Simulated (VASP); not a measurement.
Input of a VASP 6.6.1 run:

File INCAR:

```
SYSTEM = W12C13
  PREC = Accurate
  ENCUT = 520
  EDIFF = 1E-6
  ISMEAR = -1
  SIGMA = 0.1
  LREAL = Auto
  LASPH = .True.
  NELM = 100
  ALGO = Normal
  ISIF = 2
  LWAVE = .False.
  LCHARG = .False.
  GGA = PE
  NBANDS = 128
```

File KPOINTS:

```
Automatic mesh
0
Gamma
  3 3 1
  0 0 0
```

Contents of POSCAR:

```
W12C13
1.0
    5.7990000000      0.0000000000      0.0000000000
   -2.8995000000      5.0220810000      0.0000000000
    0.0000000000      0.0000000000     20.0755000000
W C
12 13
Direct
    0.0000000000      0.0000000000      0.0498120000
    0.0008611733      0.0006345129      0.1916850217
    0.0047254520      0.0007666444      0.3368262400
    0.0000000000      0.5000000000      0.0498120000
   -0.0001462219      0.5001571288      0.1905409252
   -0.0033779726      0.5034402549      0.3284239355
    0.5000000000      0.0000000000      0.0498120000
    0.5006194457     -0.0006614771      0.1924656419
    0.5038505949     -0.0038267590      0.3402892805
    0.5000000000      0.5000000000      0.0498120000
    0.4993176877      0.4991043624      0.1916793164
    0.4991578379      0.4952105298      0.3368233635
    0.3333333000      0.1666667000      0.1203009000
    0.3359116298      0.1638888091      0.2622008035
    0.3380092576      0.1620549071      0.3942806688
    0.3333333000      0.6666667000      0.1203009000
    0.3352531491      0.6689864258      0.2609269216
    0.3005503948      0.6421886268      0.4033602016
    0.8333333000      0.1666667000      0.1203009000
    0.8310254011      0.1647457460      0.2609377070
    0.8577067532      0.1993513112      0.4034406558
    0.8333333000      0.6666667000      0.1203009000
    0.8325878009      0.6672958095      0.2596370470
    0.8302125573      0.6697176159      0.3910942700
    1.0721729079      0.4278809631      0.4269985306
```

Potentials or basis: VASP PAW PBE potentials, release 64 (W_sv, C).

Command:

```console
$ cat potpaw_PBE.64/W_sv/POTCAR potpaw_PBE.64/C/POTCAR > POTCAR
$ mpirun -np 1 vasp_std > vasp.out
```

Problem. Predict the largest force.

Solution. 0.879 eV/Å.

Problem. Predict the band gap on the k mesh.

Solution. Zero (band 110 reaches 2.39 eV, above the bottom of band 111 at 1.80 eV).

Forces on the atoms (eV/Å):
```
W    0.018  0.025  0.773
W   -0.007  0.003 -0.001
W   -0.034  0.025 -0.016
W   -0.010  0.005  0.623
W    0.008 -0.009 -0.024
W   -0.003 -0.016 -0.041
W    0.016 -0.009  0.870
W    0.000  0.004 -0.019
W    0.000 -0.001  0.021
W   -0.013 -0.029  0.773
W   -0.003  0.003  0.002
W   -0.031  0.019 -0.021
C   -0.003  0.001 -0.781
C    0.009  0.004  0.010
C   -0.001 -0.004  0.080
C    0.107  0.074 -0.823
C   -0.001  0.009  0.008
C    0.057  0.056  0.055
C   -0.010 -0.130 -0.822
C   -0.010 -0.005  0.007
C   -0.010 -0.055  0.039
C   -0.115  0.066 -0.869
C    0.009 -0.001  0.021
C    0.010 -0.005  0.083
C    0.017 -0.031  0.052
```

Caveat: the k points lie up to 0.42 Å⁻¹ apart; spin-orbit coupling is left out, which moves the levels of the heavy elements.
